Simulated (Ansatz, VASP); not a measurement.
# One calculation of FeNi3, two programs

```xyz
4
Lattice="3.4740 0.0000 0.0000 0.0000 3.4740 0.0000 0.0000 0.0000 3.4740" Properties=species:S:1:pos:R:3 pbc="T T T"
Fe    0.0000    0.0000    0.0000
Ni    0.0000    1.7370    1.7370
Ni    1.7370    0.0000    1.7370
Ni    1.7370    1.7370    0.0000
```

Alike in both runs: task single point; functional PBE; k mesh 12 × 12 × 12; occupations gaussian, width 0.05 eV; no spin polarisation.

```csv
,VASP,Ansatz
version,VASP 6.6.1,Ansatz 0.2.0
potentials or method,"VASP PAW PBE potentials, release 64 (Fe, Ni), cutoff 520 eV","scalar-relativistic, plane waves, PAW"
valence electrons in the cell,38,70
```

|  | VASP | Ansatz | Ansatz less VASP |
| --- | --- | --- | --- |
| gap on the k mesh at the Fermi level (eV) | none | none | - |
| pressure (GPa) | 4.4 | 4.7 | +0.26 |

A gap of «none» marks a metal or a gap that the smearing closes. VASP's potentials hold 38 valence electrons a cell and Ansatz's 70, so a difference there can come from the potentials and not from the codes.
